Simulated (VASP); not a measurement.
# KSi16 (a cell with a defect) in VASP: notebook

KSi16 (a cell with a defect) is run at these levels: r2SCAN; tasks: single point.

Program: VASP 6.6.1. These are calculated values, not measurements. Logs are shortened: lines on timing, memory, paths and dates and some standing lists are left out, and cuts for length are marked.

### Step 1. The cell of the first run

The cell holds a defect, 17 atoms: a = 7.699 Å, b = 7.699 Å, c = 7.699 Å, α = 60.00°, β = 60.00°, γ = 60.00°.

### Step 2. Single point, r2SCAN

The input, POSCAR:

```
KSi16
1.0
    0.0000000000      5.4437023800     -5.4437023800
    5.4437023800      5.4437023800      0.0000000000
    5.4437023800      0.0000000000     -5.4437023800
Si K
16 1
Direct
    0.1210254445      0.1210403240      0.1210489579
    0.1320428543      0.5934727460      0.1320672862
    0.5934580501      0.1320582849      0.1320661840
    0.6230700658      0.6230849454      0.1345057001
    0.1320436809      0.1320572746      0.5934816554
    0.1344817275      0.6230848535      0.6230940384
    0.6230703413      0.1344966071      0.6230934873
    0.6363354861      0.6363496309      0.6363586321
    0.2532192989      0.7362576460      0.2532431797
    0.2393432648      0.2393579606      0.2393667782
    0.7383261831      0.7383414300      0.2720626325
    0.7362427665      0.2532341785      0.2532426286
    0.2720394865      0.7383403279      0.7383502476
    0.2532195744      0.2532340866      0.7362663717
    0.7609971506      0.7610118465      0.7610210314
    0.7383269179      0.2720536313      0.7383495128
   -0.0122760201     -0.0122611406     -0.0122521393
```

The input, INCAR.step1:

```
PREC     = Accurate       # precision mode
ENCUT    = 440            # plane-wave cutoff, eV
ISMEAR   = 0              # smearing method
SIGMA    = 0.02           # smearing width, eV
LREAL    = F              # projectors in reciprocal space
LASPH    = T              # aspherical terms in the spheres
NELM     = 120            # most SCF steps
NELECT   = 72.0         
NBANDS   = 50             # bands
GGA      = PE             # functional
ALGO     = Normal         # electronic algorithm
EDIFF    = 1E-5           # SCF threshold, eV
LWAVE    = T              # write WAVECAR
LCHARG   = F              # write CHGCAR
GGA_COMPAT= F
```

The input, INCAR.step2:

```
PREC     = Accurate       # precision mode
ENCUT    = 440            # plane-wave cutoff, eV
EDIFF    = 1E-6           # SCF threshold, eV
ISMEAR   = 0              # smearing method
SIGMA    = 0.02           # smearing width, eV
LREAL    = F              # projectors in reciprocal space
LASPH    = T              # aspherical terms in the spheres
NELM     = 120            # most SCF steps
ALGO     = Normal         # electronic algorithm
ISIF     = 2              # what is computed and relaxed
LWAVE    = F              # write WAVECAR
LCHARG   = T              # write CHGCAR
METAGGA  = R2SCAN         # meta-GGA
LMIXTAU  = T            
LELF     = T              # ELF
LVHAR    = T            
NELECT   = 72.0         
NBANDS   = 50             # bands
ISTART   = 1            
GGA_COMPAT= F
```

The input, KPOINTS:

```
Automatic mesh
0
Gamma
  2 2 2
```

Potentials or basis: VASP PAW PBE potentials, release 64 (Si, K_sv).

Command:

```sh
$ cat potpaw_PBE.64/Si/POTCAR potpaw_PBE.64/K_sv/POTCAR > POTCAR
$ cp INCAR.step1 INCAR
$ mpirun -np 1 vasp_std > vasp.out
$ cp INCAR.step2 INCAR
$ mpirun -np 1 vasp_std > vasp.out
```

OUTCAR:

```text
PREC = Accurate
   ENCUT = 440
   EDIFF = 1E-6
   ISMEAR = 0
   LREAL = F
   LASPH = T
   NELM = 120
   ISIF = 2
   METAGGA = R2SCAN
   NELECT = 72.0
   ISTART = 1

 ion  position               nearest neighbor table
   1  0.121  0.121  0.121-  10 2.23  14 2.42  12 2.42   9 2.42  17 2.51
   2  0.132  0.593  0.132-  10 2.23   9 2.42  11 2.48  13 2.48  17 2.48
   3  0.593  0.132  0.132-  10 2.23  12 2.42  16 2.48  11 2.48  17 2.48
   4  0.623  0.623  0.135-  11 2.32   9 2.33  12 2.33  15 2.35
   5  0.132  0.132  0.593-  10 2.23  14 2.42  16 2.48  13 2.48  17 2.48
   6  0.134  0.623  0.623-  13 2.32  14 2.33   9 2.33  15 2.35
   7  0.623  0.134  0.623-  16 2.32  14 2.33  12 2.33  15 2.35
   8  0.636  0.636  0.636-  11 2.30  16 2.30  13 2.30  15 2.35
   9  0.253  0.736  0.253-   4 2.33   6 2.33   1 2.42   2 2.42  17 2.89
  10  0.239  0.239  0.239-   3 2.23   2 2.23   5 2.23   1 2.23
  11  0.738  0.738  0.272-   8 2.30   4 2.32   2 2.48   3 2.48  17 2.73
  12  0.736  0.253  0.253-   4 2.33   7 2.33   1 2.42   3 2.42  17 2.89
  13  0.272  0.738  0.738-   8 2.30   6 2.32   5 2.48   2 2.48  17 2.73
  14  0.253  0.253  0.736-   7 2.33   6 2.33   1 2.42   5 2.42  17 2.89
  15  0.761  0.761  0.761-   8 2.35   6 2.35   4 2.35   7 2.35
  16  0.738  0.272  0.738-   8 2.30   7 2.32   3 2.48   5 2.48  17 2.73
  17  0.988  0.988  0.988-   3 2.48   2 2.48   5 2.48   1 2.51  11 2.73  16 2.73  13 2.73  12 2.89
                             9 2.89  14 2.89

  LATTYP: Found a face centered cubic cell.
 ALAT       =    10.8874047600

  Lattice vectors:

 A1 = (   0.0000000000,   5.4437023800,  -5.4437023800)
 A2 = (   5.4437023800,   5.4437023800,   0.0000000000)
 A3 = (   5.4437023800,   0.0000000000,  -5.4437023800)

Analysis of symmetry for initial positions (statically):
=====================================================================
 Subroutine PRICEL returns:
 Original cell was already a primitive cell.

 Routine SETGRP: Setting up the symmetry group for a
 face centered cubic supercell.

 Subroutine GETGRP returns: Found  6 space group operations
 (whereof  1 operations were pure point group operations)
 out of a pool of 48 trial point group operations.

The static configuration has the point symmetry C_1 .
 The point group associated with its full space group is C_3v.

Analysis of symmetry for dynamics (positions and initial velocities):
=====================================================================
 Subroutine PRICEL returns:
 Original cell was already a primitive cell.

 Routine SETGRP: Setting up the symmetry group for a
 face centered cubic supercell.

 Subroutine GETGRP returns: Found  6 space group operations
 (whereof  1 operations were pure point group operations)
 out of a pool of 48 trial point group operations.

The dynamic configuration has the point symmetry C_1 .
 The point group associated with its full space group is C_3v.

 Subroutine INISYM returns: Found  6 space group operations
 (whereof  1 operations are pure point group operations),
 and found     1 'primitive' translations

----------------------------------------------------------------------------------------

                                     Primitive cell

  volume of cell :     322.6362

  direct lattice vectors                    reciprocal lattice vectors
     0.000000000  5.443702380 -5.443702380    -0.091849254  0.091849254 -0.091849254
     5.443702380  5.443702380  0.000000000     0.091849254  0.091849254  0.091849254
     5.443702380  0.000000000 -5.443702380     0.091849254 -0.091849254 -0.091849254

  length of vectors
     7.698557735  7.698557735  7.698557735     0.159087574  0.159087574  0.159087574

  position of ions in fractional coordinates (direct lattice)
     0.121025444  0.121040324  0.121048958
     0.132042854  0.593472746  0.132067286
     0.593458050  0.132058285  0.132066184
     0.623070066  0.623084945  0.134505700
     0.132043681  0.132057275  0.593481655
     0.134481728  0.623084854  0.623094038
[... 9 lines left out ...]
     0.738326918  0.272053631  0.738349513
     0.987723980  0.987738859  0.987747861

  ion indices of the primitive-cell ions
   primitive index   ion index
                 1           1
                 2           2
                 3           3
                 4           4
                 5           5
                 6           6
[... 9 lines left out ...]
                16          16
                17          17

----------------------------------------------------------------------------------------

 KPOINTS: Automatic mesh

Automatic generation of k-mesh.
 Grid dimensions read from file:
 generate k-points for:    2    2    2

 Generating k-lattice:

  Cartesian coordinates                     Fractional coordinates (reciprocal lattice)
    -0.045924627  0.045924627 -0.045924627     0.500000000  0.000000000  0.000000000
     0.045924627  0.045924627  0.045924627     0.000000000  0.500000000  0.000000000
     0.045924627 -0.045924627 -0.045924627     0.000000000  0.000000000  0.500000000

  Length of vectors
     0.079543787  0.079543787  0.079543787

  Shift w.r.t. Gamma in fractional coordinates (k-lattice)
     0.000000000  0.000000000  0.000000000

 Subroutine IBZKPT returns following result:
 ===========================================

 Found      4 irreducible k-points:

 Following reciprocal coordinates:
            Coordinates               Weight
  0.000000  0.000000  0.000000      1.000000
  0.500000  0.000000  0.000000      3.000000
  0.500000  0.500000  0.500000      1.000000
  0.500000  0.500000  0.000000      3.000000
   k-points           NKPTS =      4   k-points in BZ     NKDIM =      4   number of bands    NBANDS=     50
   number of dos      NEDOS =    301   number of ions     NIONS =     17
   total plane-waves  NPLWV = 157464
   dimension x,y,z NGX =    54 NGY =   54 NGZ =   54
   dimension x,y,z NGXF=   108 NGYF=  108 NGZF=  108
   ions per type =              16   1
   NGX,Y,Z   is equivalent  to a cutoff of  11.66, 11.66, 11.66 a.u.
   NGXF,Y,Z  is equivalent  to a cutoff of  23.32, 23.32, 23.32 a.u.
 SYSTEM =  unknown system
   PREC   = accura    normal or accurate (medium, high low for compatibility)
   ISTART =      1    job   : 0-new  1-cont  2-samecut
   ICHARG =      0    charge: 1-file 2-atom 10-const
   ISPIN  =      1    spin polarized calculation?
   LNONCOLLINEAR =      F non collinear calculations
   LSORBIT =      F    spin-orbit coupling
   LASPH  =      T    aspherical Exc in radial PAW
   ENCUT  =  440.0 eV  32.34 Ry    5.69 a.u.  13.17 13.17 13.17*2*pi/ulx,y,z
   NELM   =    120;   NELMIN=  2; NELMDL=  0     # of ELM steps
   EDIFF  = 0.1E-05   stopping-criterion for ELM
   LREAL  =      F    real-space projection
   EDIFFG = 0.1E-04   stopping-criterion for IOM
   NSW    =      0    number of steps for IOM
   IBRION =     -1    ionic relax: 0-MD 1-quasi-New 2-CG
   NFREE  =      0    steps in history (QN), initial steepest desc. (CG)
   ISIF   =      2    stress and relaxation
   ISYM   =      2    0-nonsym 1-usesym 2-fastsym
   POTIM  = 0.5000    time-step for ionic-motion
   TEBEG  =    0.0;   TEEND  =   0.0 temperature during run
   PSTRESS=    0.0 pullay stress
   NELECT =      72.0000    total number of electrons
   NUPDOWN=      -1.0000    fix difference up-down
   EMIN   =  10.00;   EMAX   =-10.00  energy-range for DOS
   EFERMI =   0.00;   METHOD = LEGACY
   ISMEAR =     0;   SIGMA  =   0.02  broadening in eV -4-tet -1-fermi 0-gaus
   EFERMI_NEDOS =   21; number of points for ismear=-14 and -15
   IALGO  =     38    algorithm
   IMIX   =      4    mixing-type and parameters
     AMIX     =   0.40;   BMIX     =  1.00
     AMIX_MAG =   1.60;   BMIX_MAG =  1.00
  volume/ion in A,a.u.               =      18.98       128.07
  Fermi-wavevector in a.u.,A,eV,Ry     =   0.992997  1.876492 13.415931  0.986043
  Thomas-Fermi vector in A             =   2.124848
   LORBIT       =      0    0 simple, 1 ext, 2 COOP (PROOUT), +10 PAW based schemes
   METAGGA = R2SCAN    functional components
   LHFCALC =     F    Hartree Fock is set to
   AEXX    =    0.0000 exact exchange contribution
   IVDW    =     0    specifies the selected vdW correction
   LEPSILON=     F    determine dielectric tensor
   LRPA    =     F    only Hartree local field effects (RPA)
 non-spin polarized calculation
 Gauss-broadening in eV      SIGMA  =   0.02
  energy-cutoff  :      440.00
  volume of cell :      322.64
 maximum number of plane-waves:      6782
 NGX is ok and might be reduce to    54
   NGX = 27   NGY = 27   NGZ = 27

 number of electron      72.0000000 magnetization

 Free energy of the ion-electron system (eV)
  ---------------------------------------------------
  ext. energy  EPLUGINS =         0.00000000
  ---------------------------------------------------
  free energy    TOTEN  =      -146.41822416 eV

  energy without entropy =     -146.41822416  energy(sigma->0) =     -146.41822416

 E-fermi :   6.0399     XC(G=0): -10.0409

 val. band max:        5.9481547142   @ k =   0.0000   0.0000   0.0000
 cond. band min:       6.5439582206   @ k =   0.0000   0.0000   0.0000
 fundamental gap:      0.5958035064
 Fermi energy:         6.0399138054

 k-point     1 :       0.0000    0.0000    0.0000
  band No.  band energies     occupation
      1     -25.3992      2.00000
      2      -8.9785      2.00000
      3      -8.9785      2.00000
      4      -8.8261      2.00000
      5      -6.4006      2.00000
      6      -4.3186      2.00000
[... 40 lines left out ...]
     47       8.7492      0.00000
     48       8.7630      0.00000

 k-point     2 :       0.5000    0.0000    0.0000
  band No.  band energies     occupation
      1     -25.3992      2.00000
      2      -9.0004      2.00000
      3      -8.9791      2.00000
      4      -8.8287      2.00000
      5      -5.5617      2.00000
      6      -5.4031      2.00000
[... 40 lines left out ...]
     47       9.7499      0.00000
     48       9.7621      0.00000

 k-point     3 :       0.5000    0.5000    0.5000
  band No.  band energies     occupation
      1     -25.3992      2.00000
      2      -8.9786      2.00000
      3      -8.9786      2.00000
      4      -8.8487      2.00000
      5      -5.5635      2.00000
      6      -5.4219      2.00000
[... 40 lines left out ...]
     47       9.8163      0.00000
     48       9.8163      0.00000

 k-point     4 :       0.5000    0.5000    0.0000
  band No.  band energies     occupation
      1     -25.3992      2.00000
      2      -8.9948      2.00000
      3      -8.9833      2.00000
      4      -8.8354      2.00000
      5      -5.2557      2.00000
      6      -5.1904      2.00000
[... 40 lines left out ...]
     47      10.4760      0.00000
     48      10.5603      0.00000
 [bands above 48 left out]

------------------------ aborting loop because EDIFF is reached ----------------------------------------

  FORCE on cell =-STRESS in cart. coord.  units (eV):
  Direction    XX          YY          ZZ          XY          YZ          ZX
  --------------------------------------------------------------------------------------
  -------------------------------------------------------------------------------------
  Total        7.7741631      7.7741631      7.7741631     -0.1361220      0.1361220      0.1361220
  in kB       38.6056721     38.6056721     38.6056721     -0.6759676      0.6759676      0.6759676
  external PRESSURE =      38.6056721 kB  Pullay stress =       0.0000000 kB

 VOLUME and BASIS-vectors are now :
 -----------------------------------------------------------------------------
  energy-cutoff  :      440.00
  volume of cell :      322.64
      direct lattice vectors                 reciprocal lattice vectors
     0.000000000  5.443702380 -5.443702380    -0.091849254  0.091849254 -0.091849254
     5.443702380  5.443702380  0.000000000     0.091849254  0.091849254  0.091849254
     5.443702380  0.000000000 -5.443702380     0.091849254 -0.091849254 -0.091849254

 POSITION                                       TOTAL-FORCE (eV/Angst)
 -----------------------------------------------------------------------------------
      1.31786      1.31773     -1.31778         0.171326      0.171326     -0.171326
      3.94962      3.94949     -1.43774        -0.009703     -0.009703      0.089416
      1.43781      3.94949     -3.94954        -0.089416     -0.009703      0.009703
      4.12410      6.78370     -4.12402        -0.070286     -0.027023      0.070286
      3.94962      1.43769     -3.94954        -0.009703     -0.089416      0.009703
      6.78383      4.12397     -4.12402        -0.027023     -0.070286      0.070286
[... 9 lines left out ...]
      5.50033      5.50021     -8.03859        -0.107388     -0.107388     -0.016533
     10.75396     10.75383    -10.75388         0.371341      0.371341     -0.371341
 -----------------------------------------------------------------------------------
    total drift:                                0.000869     -0.000203     -0.000084

  FREE ENERGIE OF THE ION-ELECTRON SYSTEM (eV)
  ---------------------------------------------------
  free  energy   TOTEN  =      -146.4182241559 eV

  energy  without entropy=     -146.4182241559  energy(sigma->0) =     -146.41822416
```

Wall time 2.9 min (1 thread of Intel Xeon 6975P-C (Granite Rapids), shared host); peak memory 0.43 GiB.

Results:

```yaml
Free_energy: -146.4182 eV
Largest_force: 0.643 eV/Å
```

Forces in eV/Å, atoms in the order of the input:
```
Si   0.171  0.171 -0.171
Si  -0.010 -0.010  0.089
Si  -0.089 -0.010  0.010
Si  -0.070 -0.027  0.070
Si  -0.010 -0.089  0.010
Si  -0.027 -0.070  0.070
Si  -0.070 -0.070  0.027
Si  -0.131 -0.131  0.131
Si   0.022  0.022 -0.028
Si   0.123  0.123 -0.123
Si  -0.107  0.017  0.107
Si   0.028  0.022 -0.022
Si   0.017 -0.107  0.107
Si   0.022  0.028 -0.022
Si  -0.131 -0.131  0.131
Si  -0.107 -0.107 -0.017
K    0.371  0.371 -0.371
```

Caveat: the k points lie up to 0.50 Å⁻¹ apart; the cell carries a net charge on a neutralising background, which shifts energy and pressure; the cell is charged against a uniform background, so pressure and absolute levels hang on convention; the PAW data sets were made with another functional, which shifts forces and pressure a little.

### Step 3. Single point, r2SCAN

The input, POSCAR:

```
KSi16
1.0
    0.0000000000      5.4437023800     -5.4437023800
    5.4437023800      5.4437023800      0.0000000000
    5.4437023800      0.0000000000     -5.4437023800
Si K
16 1
Direct
    0.1114857054      0.1114963599      0.1115086677
    0.1376829495      0.5831668924      0.1377068303
    0.5831563297      0.1376947981      0.1377052689
    0.6232569790      0.6232678172      0.1400099504
    0.1376842354      0.1376936040      0.5831788328
    0.1399869880      0.6232676335      0.6232799413
    0.6232571627      0.1399976426      0.6232795739
    0.6428613755      0.6428716626      0.6428836031
    0.2517169206      0.7334991374      0.2517400667
    0.2318682051      0.2318786759      0.2318906163
    0.7346707665      0.7346823395      0.2863069821
    0.7334884829      0.2517277589      0.2517395156
    0.2862848465      0.7346809617      0.7346941880
    0.2517172880      0.2517275752      0.7335114452
    0.7667317588      0.7667424133      0.7667545374
    0.7346716850      0.2862950417      0.7346929940
   -0.0343682455     -0.0343574073     -0.0343456506
```

The input, INCAR.step1:

```
  PREC = Accurate
  ENCUT = 440
  ISMEAR = 0
  SIGMA = 0.02
  LREAL = False
  LASPH = True
  NELM = 120
  NELECT = 72.0
  NBANDS = 50
  GGA = PE
  ALGO = Normal
  EDIFF = 1E-5
  LWAVE = True
  LCHARG = False
  GGA_COMPAT = False
```

The input, INCAR.step2:

```
  PREC = Accurate
  ENCUT = 440
  EDIFF = 1E-6
  ISMEAR = 0
  SIGMA = 0.02
  LREAL = False
  LASPH = True
  NELM = 120
  ALGO = Normal
  ISIF = 2
  LWAVE = False
  LCHARG = True
  METAGGA = R2SCAN
  LMIXTAU = True
  LELF = True
  LVHAR = True
  NELECT = 72.0
  NBANDS = 50
  ISTART = 1
  GGA_COMPAT = False
```

The input, KPOINTS:

```
regular mesh
0
Gamma
  2 2 2
```

Potentials or basis: VASP PAW PBE potentials, release 64 (Si, K_sv).

Command:

```sh
$ cat potpaw_PBE.64/Si/POTCAR potpaw_PBE.64/K_sv/POTCAR > POTCAR
$ cp INCAR.step1 INCAR
$ mpirun -np 1 vasp_std > vasp.out
$ cp INCAR.step2 INCAR
$ mpirun -np 1 vasp_std > vasp.out
```

Run time: 2.8 min. Hardware: 1 thread of Intel Xeon 6975P-C (Granite Rapids), shared host; peak memory 0.43 GiB.

Results (log left out):

```
Free energy   : -145.6199 eV
Largest force : 1.906 eV/Å
```

Forces on the atoms (eV/Å):
```
Si   0.107  0.107 -0.107
Si  -0.096 -0.096  0.161
Si  -0.161 -0.096  0.096
Si  -0.086 -0.060  0.086
Si  -0.096 -0.161  0.096
Si  -0.060 -0.086  0.086
Si  -0.086 -0.086  0.060
Si  -0.117 -0.117  0.117
Si  -0.034 -0.034  0.014
Si   0.029  0.029 -0.029
Si  -0.174 -0.039  0.174
Si  -0.014 -0.034  0.034
Si  -0.039 -0.174  0.174
Si  -0.034 -0.014  0.034
Si  -0.067 -0.067  0.067
Si  -0.174 -0.174  0.039
K    1.101  1.101 -1.101
```

Levels at points of the mesh, in eV from the Fermi level:
```
           k point  band 32  band 33  band 34  band 35  band 36  band 37  band 38  band 39  band 40  band 41
(0.00, 0.00, 0.00)    -0.89    -0.89    -0.30    -0.16    -0.16     0.41     0.41     0.81     0.81     0.90
(0.50, 0.00, 0.00)    -1.77    -1.01    -0.99    -0.79    -0.19     1.30     1.48     1.71     1.76     1.79
(0.50, 0.50, 0.50)    -1.65    -0.95    -0.95    -0.76    -0.76     0.89     0.89     1.30     1.95     1.95
(0.50, 0.50, 0.00)    -1.81    -1.52    -1.51    -1.34    -0.51     1.26     1.38     2.29     2.42     2.60
```

Caveat: the k points lie up to 0.50 Å⁻¹ apart; the cell carries a net charge on a neutralising background, which shifts energy and pressure; the cell is charged against a uniform background, so pressure and absolute levels hang on convention; the PAW data sets were made with another functional, which shifts forces and pressure a little.

[end of part 1 of 2]
